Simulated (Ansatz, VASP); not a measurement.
**One calculation of SnSe, two programs**

File INCAR:

```
SYSTEM = SnSe
PREC = Accurate ; ENCUT = 500
EDIFF = 1E-6 ; ISMEAR = 0
SIGMA = 0.01 ; LREAL = .False.
LASPH = .True. ; NELM = 120
ALGO = Normal ; ISIF = 2
LWAVE = .False. ; LCHARG = .False.
GGA = PS ; NBANDS = 17
GGA_COMPAT = .False.
```

KPOINTS

```
Automatic mesh
0
Gamma
  5 5 5
  0 0 0
```

File POSCAR:

```
SnSe
1.0
    0.0000000000      2.9848894956      2.9848894956
    2.9848894956      0.0000000000      2.9848894956
    2.9848894956      2.9848894956      0.0000000000
Sn Se
1 1
Direct
    0.0000000000      0.0000000000      0.0000000000
    0.5000000000      0.5000000000      0.5000000000
```

Input for Ansatz:

```yaml
crystal:
  lattice:
    - [0.0, 2.9848894956, 2.9848894956]
    - [2.9848894956, 0.0, 2.9848894956]
    - [2.9848894956, 2.9848894956, 0.0]
  atoms:
    - { symbol: Sn, position: [0.0, 0.0, 0.0] }
    - { symbol: Se, position: [0.5, 0.5, 0.5] }
kpoints:
  mp_grid: { grid: [5, 5, 5] }
hamiltonian:
  xc: pbesol
scf:
  occupations: { method: fixed }
  n_extra_bands: 4
output:
  forces: true
  stress: true
  eigenvalues: true
```

Alike in both runs: task single point; functional PBEsol; k mesh 5 × 5 × 5; no spin polarisation.

|  | VASP | Ansatz |
| --- | --- | --- |
| version | VASP 6.6.1 | Ansatz 0.2.0 |
| potentials or method | VASP PAW PBE potentials, release 64 (Sn_d, Se) | plane waves |
| plane-wave cutoff (eV) | 500 | 420 |
| occupations | gaussian, width 0.01 eV | fixed |
| valence electrons in the cell | 20 | 30 |

|  | VASP | Ansatz | Ansatz less VASP |
| --- | --- | --- | --- |
| pressure (GPa) | -0.8 | -0.8 | -0.02 |

VASP's potentials were made for PBE, not for PBEsol. VASP's potentials hold 20 valence electrons a cell and Ansatz's 30, so a difference there can come from the potentials and not from the codes.
